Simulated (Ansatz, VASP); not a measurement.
**Zn2SiN in VASP and in Ansatz**

```
Zn Si N
1.0
     2.78950    0.00000    0.00000
    -1.39475    2.41577    0.00000
     0.00000    0.00000    8.66266
Zn Si N
2 1 1
Cartesian
  0.0000 0.0000 2.4534
  0.0000 0.0000 6.2092
  0.0000 0.0000 0.0000
  0.0000 0.0000 4.3313
```

Alike in both runs: functional PBE; k mesh 6 × 6 × 4; occupations gaussian, width 0.1 eV; no spin polarisation.

Ansatz relaxed the structure, and its values are those at the end. VASP's run is a single point on that final structure, the one shown.

|  | VASP | Ansatz |
| --- | --- | --- |
| version | VASP 6.6.1 | Ansatz 0.2.0 |
| potentials or method | VASP PAW PBE potentials, release 64 (Zn, Si, N), cutoff 600 eV | scalar-relativistic, plane waves, PAW |
| valence electrons in the cell | 33 | 33 |

```csv
,VASP,Ansatz,Ansatz less VASP
gap on the k mesh at the Fermi level (eV),none,none,-
pressure (GPa),0.4,0.0,-0.40
rms of the force components (eV/Å),0.029,0.004,-0.0251
```

A gap of «none» marks a metal or a gap that the smearing closes.

The k mesh is coarse, so the values compare programs but aren't converged.
